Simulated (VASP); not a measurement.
The system is LiH.

```
Li H
1.0
     0.00000    1.99847    1.99847
     1.99847    0.00000    1.99847
     1.99847    1.99847    0.00000
Li H
1 1
Direct
  0.00000 0.00000 0.00000
  0.50000 0.50000 0.50000
```

Base run:

| Item | Value |
| --- | --- |
| Program | VASP 6.6.1 |
| Functional | PBEsol |
| Potentials or basis | VASP PAW PBE potentials, release 64 (Li_sv, H) |
| Cutoff | 520 eV |
| k mesh | 8 × 8 × 8 |
| Occupations | gaussian, width 0.01 eV |
| Spin | no spin polarisation |

Its results: band gap on the k mesh 2.74 eV.

The run is repeated on the same cell with these changes: functional from PBEsol to PBE. What comes out?

Band gap on the k mesh 2.97 eV.

A k mesh can miss the band edges.
